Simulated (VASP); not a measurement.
## Hf: single point with PBEsol

Crystal: Hf.

```
Hf
1.0
     5.04757    0.00000    0.00000
    -2.52378    4.37132    0.00000
     0.00000    0.00000    3.14093
Hf
3
Direct
  0.00000 0.00000 0.00000
  0.33333 0.66667 0.50000
  0.66667 0.33333 0.50000
```

This isn't the form of Hf at room conditions, which is hcp.

- Program: VASP 6.6.1
- Task: single point
- Functional: PBEsol
- Potentials or basis: VASP PAW PBE potentials, release 64 (Hf_pv)
- Cutoff: 520 eV
- k mesh: 8 × 8 × 12
- Occupations: fermi-dirac, width 0.1 eV
- Spin: no spin polarisation
- Dipole correction: no
- Further INCAR settings: ALGO = Normal; EDIFF = 1e-07; NBANDS = 22

| Quantity | Value |
| --- | --- |
| Pressure | -7.9 GPa |
| Band gap on the k mesh | zero (bands 15 and 16 overlap by 0.88 eV) |

Stress tensor (GPa, compression positive):
```
-7.99  0.00  0.00
 0.00 -7.99  0.00
 0.00  0.00 -7.85
```

Levels at points of the mesh, in eV from the Fermi level:
```tsv
k point	band 13	band 14	band 15	band 16	band 17	band 18
(0.00, 0.00, 0.00)	-0.62	-0.62	-0.58	-0.58	1.08	2.07
(0.50, 0.00, 0.00)	-0.38	-0.33	-0.29	0.24	0.85	0.94
(0.00, 0.00, 0.50)	-2.20	-1.74	-1.74	1.37	1.37	1.89
(0.50, 0.00, 0.50)	-1.26	-0.71	-0.69	0.35	0.63	1.08
```

Run time: 2.1 min on 1 thread of Intel Xeon 8259CL, on a shared host, peak memory 0.23 GiB.

Caveat: the cell stands under tension; the PAW data sets were made with another functional, which shifts forces and pressure a little; spin-orbit coupling is left out, which moves the levels of the heavy elements.
